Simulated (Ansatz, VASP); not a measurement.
# AlH7: VASP beside Ansatz

```
CELL_PARAMETERS angstrom
7.45367 0.00000 0.00000
-3.72684 6.45507 0.00000
0.00000 0.00000 4.78115
ATOMIC_POSITIONS crystal
Al 0.00000 0.00000 0.00000
Al 0.00000 0.00000 0.50000
H 0.33333 0.66667 0.42181
H 0.33333 0.66667 0.57819
H 0.33333 0.66667 0.92181
H 0.33333 0.66667 0.07819
H 0.66667 0.33333 0.92181
H 0.66667 0.33333 0.07819
H 0.66667 0.33333 0.42181
H 0.66667 0.33333 0.57819
H 0.00000 0.82351 0.75000
H 0.82351 0.00000 0.75000
H 0.82351 0.82351 0.25000
H 0.17649 0.17649 0.75000
H 0.00000 0.17649 0.25000
H 0.17649 0.00000 0.25000
```

Alike in both runs: functional PBE; k mesh 6 × 6 × 6; occupations gaussian, width 0.02 eV; no spin polarisation.

Ansatz relaxed the structure, and its values are those at the end. VASP's run is a single point on that final structure, the one shown.

```csv
,VASP,Ansatz
version,VASP 6.6.1,Ansatz 0.2.0
potentials or method,"VASP PAW PBE potentials, release 64 (Al, H), cutoff 520 eV","scalar-relativistic, plane waves, PAW"
valence electrons in the cell,20,20
```

```tsv
	VASP	Ansatz	Ansatz less VASP
gap on the k mesh at the Fermi level (eV)	2.28	2.29	+0.012
least direct gap on the mesh (eV)	2.28	2.29	+0.012
pressure (GPa)	-0.2	0.0	+0.16
rms of the force components (eV/Å)	0.005	0.002	-0.0037
```
